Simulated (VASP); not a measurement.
# I (Fmmm) in VASP: a series of runs, part 3 of 3

VASP 6.6.1. The steps go on from the part before.

## Step 4: Single point, PBE+D3(BJ)

File INCAR:

```
SYSTEM = I
ALGO = Normal
EDIFF = 1E-6
ENCUT = 520
GGA = PE
ISIF = 2
ISMEAR = 0
IVDW = 12
LASPH = .True.
LCHARG = .True.
LELF = .True.
LREAL = .False.
LVHAR = .True.
LWAVE = .False.
NBANDS = 10
NELM = 60
PREC = Accurate
SIGMA = 0.1
```

File KPOINTS:

```
k-points
0
Gamma
  6 6 6
  0 0 0
```

File POSCAR:

```
I
1.0
    0.0000000000      2.3656004428      3.9098401324
    2.1922454667      0.0000000000      3.9098401324
    2.1922454667      2.3656004428      0.0000000000
I
1
Direct
    0.0000000000      0.0000000000      0.0000000000
```

Potentials or basis: VASP PAW PBE potentials, release 64 (I).

Command:

```sh
cat potpaw_PBE.64/I/POTCAR > POTCAR
mpirun -np 1 vasp_std > vasp.out
```

OUTCAR:

```text
SYSTEM = I
   EDIFF = 1E-6
   ENCUT = 520
   GGA = PE
   ISIF = 2
   ISMEAR = 0
   IVDW = 12
   LASPH = .True.
   LREAL = .False.
   NELM = 60
   PREC = Accurate
 IVDW          = 12

 ion  position               nearest neighbor table
   1  0.000  0.000  0.000-

  LATTYP: Found a face centered orthorhombic cell.
 ALAT       =     4.3844909334
 B/A-ratio  =     1.0790764441
 C/A-ratio  =     1.7834864717

  Lattice vectors:

 A1 = (   0.0000000000,   2.3656004428,   3.9098401324)
 A2 = (   2.1922454667,   0.0000000000,   3.9098401324)
 A3 = (   2.1922454667,   2.3656004428,   0.0000000000)

Analysis of symmetry for initial positions (statically):
=====================================================================
 Subroutine PRICEL returns:
 Original cell was already a primitive cell.

 Routine SETGRP: Setting up the symmetry group for a
 face centered orthorhombic supercell.

 Subroutine GETGRP returns: Found  8 space group operations
 (whereof  8 operations were pure point group operations)
 out of a pool of  8 trial point group operations.

The static configuration has the point symmetry D_2h.

Analysis of symmetry for dynamics (positions and initial velocities):
=====================================================================
 Subroutine PRICEL returns:
 Original cell was already a primitive cell.

 Routine SETGRP: Setting up the symmetry group for a
 face centered orthorhombic supercell.

 Subroutine GETGRP returns: Found  8 space group operations
 (whereof  8 operations were pure point group operations)
 out of a pool of  8 trial point group operations.

The dynamic configuration has the point symmetry D_2h.

 Subroutine INISYM returns: Found  8 space group operations
 (whereof  8 operations are pure point group operations),
 and found     1 'primitive' translations

----------------------------------------------------------------------------------------

                                     Primitive cell
[... 114 lines left out ...]
   GGA     = PE    functional components
   LHFCALC =     F    Hartree Fock is set to
   AEXX    =    0.0000 exact exchange contribution
   IVDW    =    12    specifies the selected vdW correction
   LEPSILON=     F    determine dielectric tensor
   LRPA    =     F    only Hartree local field effects (RPA)
 non-spin polarized calculation
 Gauss-broadening in eV      SIGMA  =   0.10
  energy-cutoff  :      520.00
  volume of cell :       40.55
 maximum number of plane-waves:      1109
 NGX is ok and might be reduce to    36
   NGX = 17   NGY = 17   NGZ = 11

 number of electron       7.0000000 magnetization

 Free energy of the ion-electron system (eV)
  ---------------------------------------------------
  ext. energy  EPLUGINS =         0.00000000
  ---------------------------------------------------
  free energy    TOTEN  =        -1.33850536 eV

  energy without entropy =       -1.33218622  energy(sigma->0) =       -1.33534579

 E-fermi :   3.1767     XC(G=0):  -8.2635

 val. band max:        3.1318871214   @ k =  -0.3333   0.3333   0.1667
 cond. band min:       3.1844451773   @ k =   0.5000   0.1667   0.1667
 fundamental gap:      0.0525580558
 Fermi energy:         3.1766529267

 k-point     1 :       0.0000    0.0000    0.0000
  band No.  band energies     occupation
      1     -10.3875      2.00000
      2       1.5503      2.00000
      3       4.2566      0.00000
      4       4.5556      0.00000
      5       8.0344      0.00000
      6      10.9722      0.00000
      7      11.6896      0.00000
      8      15.6045      0.00000
      9      15.9208      0.00000
     10      15.9307      0.00000
[... 287 lines left out ...]
 k-point    24 :       0.5000    0.3333    0.1667
  band No.  band energies     occupation
      1      -9.7005      2.00000
      2       0.3989      2.00000
      3       2.4437      2.00000
      4       2.6834      2.00000
      5      11.5559      0.00000
      6      13.0088      0.00000
      7      13.3608      0.00000
      8      14.8501      0.00000
      9      15.1430      0.00000
     10      16.3097      0.00000

 [... further k-points ...]

------------------------ aborting loop because EDIFF is reached ----------------------------------------

 Edisp (eV)   -0.31720

 E8    (eV) :    -0.1413

  FORCE on cell =-STRESS in cart. coord.  units (eV):
  Direction    XX          YY          ZZ          XY          YZ          ZX
  --------------------------------------------------------------------------------------
  -------------------------------------------------------------------------------------
  Total      -0.19124    -0.23384    -0.18980     0.00000     0.00000     0.00000
  in kB      -7.55577    -9.23875    -7.49861     0.00000     0.00000     0.00000
  external pressure =       -8.10 kB  Pullay stress =        0.00 kB

 VOLUME and BASIS-vectors are now :
 -----------------------------------------------------------------------------
  energy-cutoff  :      520.00
  volume of cell :       40.55
      direct lattice vectors                 reciprocal lattice vectors
     0.000000000  2.365600443  3.909840132    -0.228076649  0.211362828  0.127882467
     2.192245467  0.000000000  3.909840132     0.228076649 -0.211362828  0.127882467
     2.192245467  2.365600443  0.000000000     0.228076649  0.211362828 -0.127882467

 POSITION                                       TOTAL-FORCE (eV/Angst)
 -----------------------------------------------------------------------------------
      0.00000      0.00000      0.00000         0.000000      0.000000     -0.000000
 -----------------------------------------------------------------------------------
    total drift:                                0.000000      0.000000      0.000000

  FREE ENERGIE OF THE ION-ELECTRON SYSTEM (eV)
  ---------------------------------------------------
  free  energy   TOTEN  =        -1.6557045866 eV

  energy  without entropy=       -1.6493854493  energy(sigma->0) =       -1.65254502
```

OSZICAR:

```text
N       E                     dE             d eps       ncg     rms          rms(c)
DAV:   1     0.213306132312E+02    0.21331E+02   -0.25081E+03   920   0.495E+02
DAV:   2    -0.409167954530E+00   -0.21740E+02   -0.21095E+02  1210   0.836E+01
DAV:   3    -0.135806524523E+01   -0.94890E+00   -0.93622E+00  1110   0.178E+01
DAV:   4    -0.136791281914E+01   -0.98476E-02   -0.98465E-02  1218   0.222E+00
DAV:   5    -0.136803105209E+01   -0.11823E-03   -0.11823E-03  1134   0.222E-01    0.494E+00
DAV:   6    -0.134678945887E+01    0.21242E-01   -0.17314E-02  1016   0.619E-01    0.306E+00
DAV:   7    -0.133860353963E+01    0.81859E-02   -0.35932E-02  1004   0.916E-01    0.131E-01
DAV:   8    -0.133850071830E+01    0.10282E-03   -0.16662E-03  1002   0.245E-01    0.276E-02
DAV:   9    -0.133850352559E+01   -0.28073E-05   -0.22538E-05  1222   0.350E-02    0.138E-02
DAV:  10    -0.133850510285E+01   -0.15773E-05   -0.30942E-06  1018   0.104E-02    0.232E-03
DAV:  11    -0.133850535770E+01   -0.25485E-06   -0.34370E-07   932   0.333E-03
   1 F= -.16557046E+01 E0= -.16525450E+01  d E =-.631914E-02
```

Run time: 13 s. Hardware: 1 thread of Intel Xeon 6975P-C (Granite Rapids), shared host; peak memory 0.19 GiB.

Results:

- Free energy: -1.6557 eV
- Pressure: -0.8 GPa
- Dispersion energy per atom: -0.317 eV

Caveat: spin-orbit coupling is left out, which moves the levels of the heavy elements; an odd number of electrons without spin polarisation forces a metal; a magnetic or distorted state may lie lower; pairwise dispersion overbinds metals, which lowers pressure and volume.

## Step 5: Single point, PBE

File INCAR:

```
PREC = Accurate
ENCUT = 520
EDIFF = 1E-6
ISMEAR = -1
SIGMA = 0.1
LREAL = False
LASPH = True
NELM = 80
ALGO = Normal
ISIF = 2
LWAVE = False
LCHARG = False
GGA = PE
NBANDS = 10
```

File KPOINTS:

```
regular mesh
0
Gamma
  6 6 6
```

POSCAR is that of step 4.

Potentials or basis: VASP PAW PBE potentials, release 64 (I).

Command:

```sh
cat potpaw_PBE.64/I/POTCAR > POTCAR
mpirun -np 1 vasp_std > vasp.out
```

OUTCAR:

```text
PREC = Accurate
   ENCUT = 520
   EDIFF = 1E-6
   ISMEAR = -1
   LREAL = False
   LASPH = True
   NELM = 80
   ISIF = 2
   GGA = PE

 ion  position               nearest neighbor table
   1  0.000  0.000  0.000-

  LATTYP: Found a face centered orthorhombic cell.
 ALAT       =     4.3844909334
 B/A-ratio  =     1.0790764441
 C/A-ratio  =     1.7834864717

  Lattice vectors:

 A1 = (   0.0000000000,   2.3656004428,   3.9098401324)
[... 490 lines left out ...]
      8      14.8505      0.00000
      9      15.1452      0.00000
     10      16.3112      0.00000

 [... further k-points ...]

------------------------ aborting loop because EDIFF is reached ----------------------------------------

  FORCE on cell =-STRESS in cart. coord.  units (eV):
  Direction    XX          YY          ZZ          XY          YZ          ZX
  --------------------------------------------------------------------------------------
  -------------------------------------------------------------------------------------
  Total        0.1317312      0.1665186      0.2186289     -0.0000000      0.0000000      0.0000000
  in kB        5.2045086      6.5789085      8.6377080     -0.0000000      0.0000000      0.0000000
  external PRESSURE =       6.8070417 kB  Pullay stress =       0.0000000 kB

 VOLUME and BASIS-vectors are now :
 -----------------------------------------------------------------------------
  energy-cutoff  :      520.00
  volume of cell :       40.55
      direct lattice vectors                 reciprocal lattice vectors
     0.000000000  2.365600443  3.909840132    -0.228076649  0.211362828  0.127882467
     2.192245467  0.000000000  3.909840132     0.228076649 -0.211362828  0.127882467
     2.192245467  2.365600443  0.000000000     0.228076649  0.211362828 -0.127882467

 POSITION                                       TOTAL-FORCE (eV/Angst)
 -----------------------------------------------------------------------------------
      0.00000      0.00000      0.00000         0.000000      0.000000      0.000000
 -----------------------------------------------------------------------------------
    total drift:                                0.000000      0.000000      0.000000

  FREE ENERGIE OF THE ION-ELECTRON SYSTEM (eV)
  ---------------------------------------------------
  free  energy   TOTEN  =        -1.3529397237 eV

  energy  without entropy=       -1.3213379680  energy(sigma->0) =       -1.33713885
```

Wall time 7.6 s (1 thread of Intel Xeon 6975P-C (Granite Rapids), shared host); peak memory 0.18 GiB.

Results:

```
Free energy : -1.3529 eV
Pressure    : 0.7 GPa
```

Caveat: spin-orbit coupling is left out, which moves the levels of the heavy elements; an odd number of electrons without spin polarisation forces a metal; a magnetic or distorted state may lie lower.

## Step 6: Single point, PBE

File INCAR:

```
SYSTEM = I
PREC = Accurate
ENCUT = 520
EDIFF = 1E-6
ISMEAR = 0
SIGMA = 0.06802846561497
LREAL = .FALSE.
LASPH = .TRUE.
NELM = 60
ALGO = Normal
ISIF = 2
LWAVE = .FALSE.
LCHARG = .TRUE.
GGA = PE
LELF = .TRUE.
LVHAR = .TRUE.
NBANDS = 10
```

File KPOINTS:

```
Automatic mesh
0
G
  6 6 6
  0 0 0
```

POSCAR is that of step 5.

Potentials or basis: VASP PAW PBE potentials, release 64 (I).

Command:

```sh
cat potpaw_PBE.64/I/POTCAR > POTCAR
mpirun -np 1 vasp_std > vasp.out
```

Wall time 8.1 s (1 thread of Intel Xeon 6975P-C (Granite Rapids), shared host); peak memory 0.18 GiB.

It converged, with:

```yaml
Free_energy: -1.3367 eV
Pressure: 0.6 GPa
```

Stress tensor (GPa, compression positive):
```
0.60 0.00 0.00
0.00 0.29 0.00
0.00 0.00 0.83
```

Levels at points of the mesh, in eV from the Fermi level:
```tsv
k point	band 2	band 3	band 4	band 5	band 6	band 7
(0.00, 0.00, 0.00)	-1.63	1.07	1.37	4.85	7.79	8.51
(0.50, 0.00, 0.00)	-4.89	-1.42	2.02	5.10	9.41	10.97
(0.50, 0.50, 0.00)	-3.75	0.85	1.17	7.27	7.59	11.02
(0.50, 0.00, 0.50)	-4.07	-3.17	-0.17	4.28	6.91	9.88
(0.00, 0.50, 0.50)	-3.77	-3.47	-0.46	4.22	6.06	10.62
```

Caveat: spin-orbit coupling is left out, which moves the levels of the heavy elements; an odd number of electrons without spin polarisation forces a metal; a magnetic or distorted state may lie lower.

## Step 7: Overview

| level | smearing | gap on the mesh (eV) | pressure (GPa) |
| --- | --- | --- | --- |
| PBEsol | fermi-dirac 0.051704 eV | none | -1.2 |
| PBE | methfessel-paxton 0.099 eV | none | 0.6 |
| PBE+D3(BJ) | gaussian 0.1 eV | none | -0.8 |
| PBE | fermi-dirac 0.1 eV | none | 0.7 |
| PBE | gaussian 0.0680285 eV | none | 0.6 |

Alike in all rows: task single point; potentials or basis VASP PAW PBE potentials, release 64 (I); no spin polarisation; cell as given; k mesh 6 × 6 × 6; cutoff (eV) 520.

Every run on the cell as given and a fine mesh finds a metal. The pressure there spans -1.2 GPa (PBEsol) to 0.7 GPa (PBE); a positive pressure means that this level wants a larger cell, a negative one a smaller.

Caveats: spin-orbit coupling is left out, which moves the levels of the heavy elements; an odd number of electrons without spin polarisation forces a metal; a magnetic or distorted state may lie lower; the PAW data sets were made with another functional, which shifts forces and pressure a little (some runs); pairwise dispersion overbinds metals, which lowers pressure and volume (some runs).

Total energies depend on the potentials used, so only differences within one code and one set of settings carry meaning.
